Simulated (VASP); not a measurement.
The system is HfMoC2.

```
Hf Mo C
1.0
     3.19142    0.00000    0.00000
     0.00000    3.19142    0.00000
     0.00000    0.00000    4.48516
Hf Mo C
1 1 2
Direct
  0.00000 0.00000 0.00000
  0.50000 0.50000 0.50000
  0.50000 0.50000 0.00000
  0.00000 0.00000 0.50000
```

Base run:

```yaml
Program: VASP 6.6.1
Functional: r2SCAN
Potentials_or_basis: VASP PAW PBE potentials, release 64 (Hf_pv, Mo_sv, C)
Cutoff: 520 eV
k_mesh: 8 × 8 × 6
Occupations: fermi-dirac, width 0.05 eV
Spin: no spin polarisation
Hubbard_terms: Hf d U = 2.0 eV, Mo d U = 2.0 eV
```

Its results: band gap on the k mesh zero (bands 16 and 17 overlap by 2.35 eV); pressure 2.4 GPa.

The run is repeated on the same cell with these changes: hubbard terms from Hf d U = 2.0 eV, Mo d U = 2.0 eV to Hf d U = 1.0 eV, Mo d U = 1.0 eV. What comes out?

Band gap on the k mesh zero (bands 16 and 17 overlap by 2.36 eV); pressure -0.4 GPa.

Caveats: the PAW data sets were made with another functional, which shifts forces and pressure a little; spin-orbit coupling is left out, which moves the levels of the heavy elements; U without spin polarisation on a metal has little footing; the U is typed as a test and isn't derived for this compound.
